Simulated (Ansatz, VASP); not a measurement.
**Be2CdS2 in VASP and in Ansatz**

```
CELL_PARAMETERS angstrom
4.16987 0.00000 0.00000
-2.08494 3.61121 0.00000
0.00000 0.00000 7.71335
ATOMIC_POSITIONS crystal
Be 0.33333 0.66667 0.50000
Be 0.66667 0.33333 0.50000
Cd 0.00000 0.00000 0.50000
S 0.00000 0.00000 0.12606
S 0.00000 0.00000 0.87394
```

Alike in both runs: functional PBE; k mesh 12 × 12 × 6; occupations gaussian, width 0.1 eV; no spin polarisation.

Ansatz relaxed the structure, and its values are those at the end. VASP's run is a single point on that final structure, the one shown.

```csv
,VASP,Ansatz
version,VASP 6.6.1,Ansatz 0.2.0
potentials or method,"VASP PAW PBE potentials, release 64 (Be, Cd_sv_GW, S), cutoff 600 eV","scalar-relativistic, plane waves, PAW"
valence electrons in the cell,36,36
```

|  | VASP | Ansatz | Ansatz less VASP |
| --- | --- | --- | --- |
| gap on the k mesh at the Fermi level (eV) | none | none | - |
| pressure (GPa) | -0.3 | 0.0 | +0.29 |
| rms of the force components (eV/Å) | 0.070 | 0.001 | -0.0693 |

A gap of «none» marks a metal or a gap that the smearing closes.
